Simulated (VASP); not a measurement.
Input of a VASP 6.6.1 run:

Contents of INCAR:

```
  PREC = Accurate
  ENCUT = 520
  EDIFF = 1E-6
  ISMEAR = 0
  SIGMA = 0.05
  LREAL = F
  LASPH = T
  NELM = 60
  ALGO = Normal
  ISIF = 2
  LWAVE = F
  LCHARG = F
  GGA = PS
  NBANDS = 14
```

The input KPOINTS:

```
regular mesh
0
Gamma
  8 8 8
```

The input POSCAR:

```
NaCl
1.0
    0.0000000000      2.8317500000      2.8317500000
    2.8317500000      0.0000000000      2.8317500000
    2.8317500000      2.8317500000      0.0000000000
Na Cl
1 1
Direct
    0.0000000000      0.0000000000      0.0000000000
    0.4843933349      0.5156066651      0.5000000000
```

Potentials or basis: VASP PAW PBE potentials, release 64 (Na_pv, Cl).

Launch:

```sh
$ cat potpaw_PBE.64/Na_pv/POTCAR potpaw_PBE.64/Cl/POTCAR > POTCAR
$ mpirun -np 1 vasp_std > vasp.out
```

(1) What does it give for the pressure?

(2) Estimate the largest force.

(3) What does it give for the band gap on the k mesh?

## Answers

(1) -0.7 GPa.

(2) 0.077 eV/Å.

(3) 4.89 eV.

Caveat: the cell differs from its parent crystal (all Cl atoms moved +0.062 Å, as atom 2 along Cartesian [1 -1 0]); the PAW data sets were made with another functional, which shifts forces and pressure a little.
